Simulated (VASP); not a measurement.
# Si (Fd-3m) in VASP: notebook, part 2 of 3

VASP 6.6.1. The steps go on from the part before.

### Step 3. Single point, PBEsol

This run uses another cell than the first one, of 20.05 Å³/atom.

The input, INCAR:

```
ALGO     = Normal         # electronic algorithm
EDIFF    = 1E-6           # SCF threshold, eV
ENCUT    = 520            # plane-wave cutoff, eV
GGA      = PS             # functional
ISIF     = 2              # what is computed and relaxed
ISMEAR   = -1             # smearing method
LASPH    = T              # aspherical terms in the spheres
LCHARG   = F              # write CHGCAR
LREAL    = F              # projectors in reciprocal space
LWAVE    = F              # write WAVECAR
NBANDS   = 11             # bands
NELM     = 100            # most SCF steps
PREC     = Accurate       # precision mode
SIGMA    = 0.02           # smearing width, eV
```

The input, KPOINTS:

```
k-points
0
Gamma
  8 8 8
```

The input, POSCAR:

```
Si
1.0
    0.0000000000      2.7168330641      2.7168330641
    2.7168330641      0.0000000000      2.7168330641
    2.7168330641      2.7168330641      0.0000000000
Si
2
Direct
    0.7500000000      0.7500000000      0.7500000000
    0.5000000000      0.5000000000      0.5000000000
```

Potentials or basis: VASP PAW PBE potentials, release 64 (Si).

Launch:

```
> cat potpaw_PBE.64/Si/POTCAR > POTCAR
> mpirun -np 1 vasp_std > vasp.out
```

OUTCAR:

```text
EDIFF = 1E-6
   ENCUT = 520
   GGA = PS
   ISIF = 2
   ISMEAR = -1
   LASPH = T
   LREAL = F
   NELM = 100
   PREC = Accurate

 ion  position               nearest neighbor table
   1  0.750  0.750  0.750-   2 2.35   2 2.35   2 2.35   2 2.35
   2  0.500  0.500  0.500-   1 2.35   1 2.35   1 2.35   1 2.35

  LATTYP: Found a face centered cubic cell.
 ALAT       =     5.4336661282

  Lattice vectors:

 A1 = (   0.0000000000,   2.7168330641,   2.7168330641)
 A2 = (   2.7168330641,   0.0000000000,   2.7168330641)
 A3 = (   2.7168330641,   2.7168330641,   0.0000000000)

Analysis of symmetry for initial positions (statically):
=====================================================================
 Subroutine PRICEL returns:
 Original cell was already a primitive cell.

 Routine SETGRP: Setting up the symmetry group for a
 face centered cubic supercell.

 Subroutine GETGRP returns: Found 48 space group operations
 (whereof 24 operations were pure point group operations)
 out of a pool of 48 trial point group operations.

The static configuration has the point symmetry T_d .
 The point group associated with its full space group is O_h .

Analysis of symmetry for dynamics (positions and initial velocities):
=====================================================================
 Subroutine PRICEL returns:
 Original cell was already a primitive cell.

 Routine SETGRP: Setting up the symmetry group for a
 face centered cubic supercell.

 Subroutine GETGRP returns: Found 48 space group operations
 (whereof 24 operations were pure point group operations)
 out of a pool of 48 trial point group operations.

The dynamic configuration has the point symmetry T_d .
 The point group associated with its full space group is O_h .

 Subroutine INISYM returns: Found 48 space group operations
 (whereof 24 operations are pure point group operations),
 and found     1 'primitive' translations

----------------------------------------------------------------------------------------

[... 120 lines left out ...]
   IVDW    =     0    specifies the selected vdW correction
   LEPSILON=     F    determine dielectric tensor
   LRPA    =     F    only Hartree local field effects (RPA)
 non-spin polarized calculation
  energy-cutoff  :      520.00
  volume of cell :       40.11
 maximum number of plane-waves:      1106
 NGX is ok and might be reduce to    30
   NGX = 15   NGY = 15   NGZ = 15

 number of electron       8.0000001 magnetization

 Free energy of the ion-electron system (eV)
  ---------------------------------------------------
  ext. energy  EPLUGINS =         0.00000000
  ---------------------------------------------------
  free energy    TOTEN  =       -11.48911492 eV

  energy without entropy =      -11.48911489  energy(sigma->0) =      -11.48911491

 E-fermi :   6.0206     XC(G=0):  -9.5467

 val. band max:        5.7749988617   @ k =   0.0000   0.0000   0.0000
 cond. band min:       6.2802732140   @ k =   0.3750   0.3750   0.0000
 fundamental gap:      0.5052743523
 Fermi energy:         6.0205813892

 k-point     1 :       0.0000    0.0000    0.0000
  band No.  band energies     occupation
      1      -6.2045      2.00000
      2       5.7750      1.99999
      3       5.7750      1.99999
      4       5.7750      1.99999
      5       8.2910      0.00000
      6       8.2910      0.00000
      7       8.2910      0.00000
      8       9.0805      0.00000
      9      13.4617      0.00000
     10      13.4617      0.00000
     11      13.4780      0.00000
[... 309 lines left out ...]
 k-point    24 :      -0.3750    0.2500    0.1250
  band No.  band energies     occupation
      1      -3.3195      2.00000
      2      -1.0360      2.00000
      3       2.2899      2.00000
      4       3.5938      2.00000
      5       8.7719      0.00000
      6       8.8122      0.00000
      7      11.6305      0.00000
      8      12.8075      0.00000
      9      13.0939      0.00000
     10      16.2545      0.00000
     11      17.3877      0.00000

 [... further k-points ...]

------------------------ aborting loop because EDIFF is reached ----------------------------------------

  FORCE on cell =-STRESS in cart. coord.  units (eV):
  Direction    XX          YY          ZZ          XY          YZ          ZX
  --------------------------------------------------------------------------------------
  -------------------------------------------------------------------------------------
  Total        0.0293201      0.0293201      0.0293201     -0.0000000      0.0000000     -0.0000000
  in kB        1.1712720      1.1712720      1.1712720     -0.0000000      0.0000000     -0.0000000
  external PRESSURE =       1.1712720 kB  Pullay stress =       0.0000000 kB

 VOLUME and BASIS-vectors are now :
 -----------------------------------------------------------------------------
  energy-cutoff  :      520.00
  volume of cell :       40.11
      direct lattice vectors                 reciprocal lattice vectors
     0.000000000  2.716833064  2.716833064    -0.184037807  0.184037807  0.184037807
     2.716833064  0.000000000  2.716833064     0.184037807 -0.184037807  0.184037807
     2.716833064  2.716833064  0.000000000     0.184037807  0.184037807 -0.184037807

 POSITION                                       TOTAL-FORCE (eV/Angst)
 -----------------------------------------------------------------------------------
      4.07525      4.07525      4.07525         0.000000      0.000000      0.000000
      2.71683      2.71683      2.71683        -0.000000     -0.000000     -0.000000
 -----------------------------------------------------------------------------------
    total drift:                                0.000000     -0.000000     -0.000000

  FREE ENERGIE OF THE ION-ELECTRON SYSTEM (eV)
  ---------------------------------------------------
  free  energy   TOTEN  =       -11.4891149228 eV

  energy  without entropy=      -11.4891148930  energy(sigma->0) =      -11.48911491
```

stdout:

```text
POSCAR found type information on POSCAR Si
 POSCAR found :  1 types and       2 ions
 scaLAPACK will be used
 -----------------------------------------------------------------------------
|                                                                             |
|                                                                             |
|     You enforced a specific xc type in the INCAR file but a different       |
|     I HOPE YOU KNOW WHAT YOU ARE DOING!                                     |
|                                                                             |
 -----------------------------------------------------------------------------

 LDA part: xc-table for (Slater+PW92), standard interpolation
 POSCAR, INCAR and KPOINTS ok, starting setup
 FFT: planning ... GRIDC
 FFT: planning ... GRID_SOFT
 FFT: planning ... GRID
 WAVECAR not read
 entering main loop
```

Run time: 5.3 s. Hardware: 1 thread of Intel Xeon 6975P-C (Granite Rapids), shared host; peak memory 0.15 GiB.

Results:

| Item | Value |
| --- | --- |
| Free energy | -11.4891 eV |
| Pressure | 0.1 GPa |
| Band gap on the k mesh | 0.51 eV (least direct gap 2.52 eV) |

Levels at points of the mesh, in eV from the valence-band top:
```csv
k point,band 1,band 2,band 3,band 4,band 5,band 6,band 7,band 8,band 9
"(0.00, 0.00, 0.00)",-11.98,0.00,0.00,0.00,2.52,2.52,2.52,3.31,7.69
"(0.50, 0.00, 0.00)",-9.63,-7.01,-1.20,-1.20,1.46,3.27,3.27,7.51,10.51
"(0.50, 0.50, 0.00)",-7.82,-7.82,-2.87,-2.87,0.59,0.59,10.05,10.05,10.93
```

Caveat: the PAW data sets were made with another functional, which shifts forces and pressure a little. A k mesh can miss the band edges.

### Step 4. Single point, LDA

This run uses another cell than the first one, of 19.71 Å³/atom.

The input, INCAR:

```
SYSTEM = Si
PREC = Accurate
ENCUT = 520
EDIFF = 1E-7
ISMEAR = -1
SIGMA = 0.02
LREAL = .False.
LASPH = .True.
NELM = 100
ALGO = Normal
ISIF = 2
LWAVE = .False.
LCHARG = .False.
NBANDS = 11
```

The input, KPOINTS:

```
regular mesh
0
Gamma
  8 8 8
  0 0 0
```

The input, POSCAR:

```
Si
1.0
    0.0000000000      2.7012019328      2.7012019328
    2.7012019328      0.0000000000      2.7012019328
    2.7012019328      2.7012019328      0.0000000000
Si
2
Direct
    0.7500000000      0.7500000000      0.7500000000
    0.5000000000      0.5000000000      0.5000000000
```

Potentials or basis: VASP PAW LDA potentials, release 64 (Si).

Launch:

```
> cat potpaw_LDA.64/Si/POTCAR > POTCAR
> mpirun -np 1 vasp_std > vasp.out
```

OUTCAR:

```text
SYSTEM = Si
   PREC = Accurate
   ENCUT = 520
   EDIFF = 1E-7
   ISMEAR = -1
   LREAL = .False.
   LASPH = .True.
   NELM = 100
   ISIF = 2

 ion  position               nearest neighbor table
   1  0.750  0.750  0.750-   2 2.34   2 2.34   2 2.34   2 2.34
   2  0.500  0.500  0.500-   1 2.34   1 2.34   1 2.34   1 2.34

  LATTYP: Found a face centered cubic cell.
 ALAT       =     5.4024038656

  Lattice vectors:

 A1 = (   0.0000000000,   2.7012019328,   2.7012019328)
 A2 = (   2.7012019328,   0.0000000000,   2.7012019328)
 A3 = (   2.7012019328,   2.7012019328,   0.0000000000)

Analysis of symmetry for initial positions (statically):
=====================================================================
 Subroutine PRICEL returns:
 Original cell was already a primitive cell.

 Routine SETGRP: Setting up the symmetry group for a
 face centered cubic supercell.

 Subroutine GETGRP returns: Found 48 space group operations
 (whereof 24 operations were pure point group operations)
 out of a pool of 48 trial point group operations.

The static configuration has the point symmetry T_d .
 The point group associated with its full space group is O_h .

Analysis of symmetry for dynamics (positions and initial velocities):
=====================================================================
 Subroutine PRICEL returns:
 Original cell was already a primitive cell.

 Routine SETGRP: Setting up the symmetry group for a
 face centered cubic supercell.

 Subroutine GETGRP returns: Found 48 space group operations
 (whereof 24 operations were pure point group operations)
 out of a pool of 48 trial point group operations.

The dynamic configuration has the point symmetry T_d .
 The point group associated with its full space group is O_h .

 Subroutine INISYM returns: Found 48 space group operations
 (whereof 24 operations are pure point group operations),
 and found     1 'primitive' translations

[... 119 lines left out ...]
   GGA     = CA    functional components
   LHFCALC =     F    Hartree Fock is set to
   AEXX    =    0.0000 exact exchange contribution
   IVDW    =     0    specifies the selected vdW correction
   LEPSILON=     F    determine dielectric tensor
   LRPA    =     F    only Hartree local field effects (RPA)
 non-spin polarized calculation
  energy-cutoff  :      520.00
  volume of cell :       39.42
 maximum number of plane-waves:      1072
   NGX = 15   NGY = 15   NGZ = 15

 number of electron       8.0000001 magnetization

 Free energy of the ion-electron system (eV)
  ---------------------------------------------------
  ext. energy  EPLUGINS =         0.00000000
  ---------------------------------------------------
  free energy    TOTEN  =       -11.91557206 eV

  energy without entropy =      -11.91557202  energy(sigma->0) =      -11.91557204

 E-fermi :   6.1702     XC(G=0):  -9.6642

 val. band max:        5.9323551044   @ k =   0.0000   0.0000   0.0000
 cond. band min:       6.4221545930   @ k =   0.3750   0.3750   0.0000
 fundamental gap:      0.4897994886
 Fermi energy:         6.1701769913

 k-point     1 :       0.0000    0.0000    0.0000
  band No.  band energies     occupation
      1      -6.1329      2.00000
      2       5.9324      1.99999
      3       5.9324      1.99999
      4       5.9324      1.99999
      5       8.4624      0.00000
      6       8.4624      0.00000
      7       8.4624      0.00000
      8       9.3216      0.00000
      9      13.6674      0.00000
     10      13.6674      0.00000
     11      13.6755      0.00000
[... 309 lines left out ...]
 k-point    24 :      -0.3750    0.2500    0.1250
  band No.  band energies     occupation
      1      -3.2101      2.00000
      2      -0.9237      2.00000
      3       2.4174      2.00000
      4       3.7311      2.00000
      5       8.9520      0.00000
      6       8.9721      0.00000
      7      11.8240      0.00000
      8      13.0002      0.00000
      9      13.2992      0.00000
     10      16.4647      0.00000
     11      17.6246      0.00000

 [... further k-points ...]

------------------------ aborting loop because EDIFF is reached ----------------------------------------

  FORCE on cell =-STRESS in cart. coord.  units (eV):
  Direction    XX          YY          ZZ          XY          YZ          ZX
  --------------------------------------------------------------------------------------
  -------------------------------------------------------------------------------------
  Total        0.0076758      0.0076758      0.0076758      0.0000000     -0.0000000      0.0000000
  in kB        0.3119834      0.3119834      0.3119834      0.0000000     -0.0000000      0.0000000
  external PRESSURE =       0.3119834 kB  Pullay stress =       0.0000000 kB

 VOLUME and BASIS-vectors are now :
 -----------------------------------------------------------------------------
  energy-cutoff  :      520.00
  volume of cell :       39.42
      direct lattice vectors                 reciprocal lattice vectors
     0.000000000  2.701201933  2.701201933    -0.185102785  0.185102785  0.185102785
     2.701201933  0.000000000  2.701201933     0.185102785 -0.185102785  0.185102785
     2.701201933  2.701201933  0.000000000     0.185102785  0.185102785 -0.185102785

 POSITION                                       TOTAL-FORCE (eV/Angst)
 -----------------------------------------------------------------------------------
      4.05180      4.05180      4.05180        -0.000000     -0.000000     -0.000000
      2.70120      2.70120      2.70120         0.000000      0.000000      0.000000
 -----------------------------------------------------------------------------------
    total drift:                                0.000000      0.000000     -0.000000

  FREE ENERGIE OF THE ION-ELECTRON SYSTEM (eV)
  ---------------------------------------------------
  free  energy   TOTEN  =       -11.9155720616 eV

  energy  without entropy=      -11.9155720190  energy(sigma->0) =      -11.91557204
```

OSZICAR:

```text
N       E                     dE             d eps       ncg     rms          rms(c)
DAV:   1     0.790660332371E+01    0.79066E+01   -0.32577E+03   638   0.593E+02
DAV:   2    -0.115742402734E+02   -0.19481E+02   -0.18413E+02   870   0.854E+01
DAV:   3    -0.121830807413E+02   -0.60884E+00   -0.60721E+00   814   0.133E+01
DAV:   4    -0.121881351558E+02   -0.50544E-02   -0.50538E-02   779   0.155E+00
DAV:   5    -0.121881804762E+02   -0.45320E-04   -0.45320E-04   804   0.137E-01    0.511E+00
DAV:   6    -0.120003021148E+02    0.18788E+00   -0.10978E-01   721   0.131E+00    0.306E+00
DAV:   7    -0.119154094700E+02    0.84893E-01   -0.19346E-01   719   0.180E+00    0.243E-01
DAV:   8    -0.119155896454E+02   -0.18018E-03   -0.80165E-03   713   0.491E-01    0.825E-02
DAV:   9    -0.119155671398E+02    0.22506E-04   -0.20675E-04   779   0.779E-02    0.629E-02
DAV:  10    -0.119155722407E+02   -0.51009E-05   -0.15497E-05   738   0.230E-02    0.268E-02
DAV:  11    -0.119155720592E+02    0.18143E-06   -0.98114E-07   736   0.510E-03    0.199E-03
DAV:  12    -0.119155720616E+02   -0.24110E-08   -0.21301E-08   427   0.920E-04
   1 F= -.11915572E+02 E0= -.11915572E+02  d E =-.426503E-07
```

Wall time 4 s (1 thread of Intel Xeon 6975P-C (Granite Rapids), shared host); peak memory 0.13 GiB.

Results:

```yaml
Free_energy: -11.9156 eV
Pressure: 0.0 GPa
Band_gap_on_the_k_mesh: 0.49 eV (least direct gap 2.53 eV)
```

Levels at points of the mesh, in eV from the valence-band top:
```csv
k point,band 1,band 2,band 3,band 4,band 5,band 6,band 7,band 8,band 9
"(0.00, 0.00, 0.00)",-12.07,0.00,0.00,0.00,2.53,2.53,2.53,3.39,7.74
"(0.50, 0.00, 0.00)",-9.69,-7.06,-1.21,-1.21,1.49,3.28,3.28,7.54,10.56
"(0.50, 0.50, 0.00)",-7.86,-7.86,-2.89,-2.89,0.57,0.57,10.11,10.11,10.97
```

A k mesh can miss the band edges. As with any semilocal functional, this LDA gap is likely too small.

[end of part 2 of 3]
